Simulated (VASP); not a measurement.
Runs of VASP 6.6.1 on Na2S. The structure is that of space group Fm-3m (No. 225), or close to it. The cells are those of the table. 

```csv
cell,k mesh,smearing,gap on the mesh (eV),pressure (GPa)
"a = 4.597 Å, angles 60.0°, 3 atoms",8 × 8 × 8,gaussian 0.02 eV,2.42,0.1
"a = 4.687 Å, angles 60.0°, 3 atoms",8 × 8 × 8,gaussian 0.02 eV,2.24,-1.5
"a = 4.629 Å, angles 60.0°, 3 atoms",6 × 6 × 6,gaussian 0.1 eV,2.36,-0.5
"a = 4.455 Å, angles 60.0°, 3 atoms",8 × 8 × 8,gaussian 0.02 eV,2.74,(b)
"a = 4.503 Å, angles 60.0°, 3 atoms",8 × 8 × 8,gaussian 0.02 eV,2.63,2.2
"a = 4.551 Å, angles 60.0°, 3 atoms",8 × 8 × 8,gaussian 0.02 eV,2.52,1.0
"a = 4.745 Å, angles 60.0°, 3 atoms",8 × 8 × 8,gaussian 0.02 eV,2.13,(a)
"a = 4.405 Å, angles 60.0°, 3 atoms",8 × 8 × 8,gaussian 0.02 eV,2.86,(c)
```

Alike in all rows: task single point; level PBEsol; potentials or basis VASP PAW PBE potentials, release 64 (Na_pv, S); no spin polarisation; cutoff (eV) 500.

Q: Fill in the values left out.

A: (a) -2.3; (b) 3.5; (c) 5.1.

Caveats: the PAW data sets were made with another functional, which shifts forces and pressure a little; the cell stands under pressure (at least some runs).

A k mesh can miss the band edges.
